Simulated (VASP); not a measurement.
Here is a VASP 6.6.1 calculation.

Contents of INCAR:

```
PREC     = Accurate       # precision mode
ENCUT    = 520            # plane-wave cutoff, eV
EDIFF    = 1E-7           # SCF threshold, eV
ISMEAR   = 0              # smearing method
SIGMA    = 0.15           # smearing width, eV
LREAL    = False          # projectors in reciprocal space
LASPH    = True           # aspherical terms in the spheres
NELM     = 60             # most SCF steps
ALGO     = Normal         # electronic algorithm
ISIF     = 2              # what is computed and relaxed
LWAVE    = False          # write WAVECAR
LCHARG   = False          # write CHGCAR
GGA      = PS             # functional
NBANDS   = 15             # bands
```

KPOINTS

```
regular mesh
0
Gamma
  20 20 20
```

The input POSCAR:

```
TiC
1.0
    0.0000000000      2.0963302185      2.3059632404
    2.0963302185      0.0000000000      2.3059632404
    2.0963302185      2.0963302185      0.0000000000
Ti C
1 1
Direct
    0.0000000000      0.0000000000      0.0000000000
    0.5000000000      0.5000000000      0.5000000000
```

Potentials or basis: VASP PAW PBE potentials, release 64 (Ti_sv, C).

Run with:

```bash
$ cat potpaw_PBE.64/Ti_sv/POTCAR potpaw_PBE.64/C/POTCAR > POTCAR
$ mpirun -np 1 vasp_std > vasp.out
```

Predict the band gap on the k mesh.

zero (bands 8 and 9 overlap by 1.60 eV).

Predict the pressure.

-1.7 GPa.

Stress tensor (GPa, compression positive):
```
  9.33   0.00   0.00
  0.00   9.33   0.00
  0.00   0.00 -23.61
```

Caveat: the stress differs along the axes, from -24 to 9 GPa; the PAW data sets were made with another functional, which shifts forces and pressure a little.
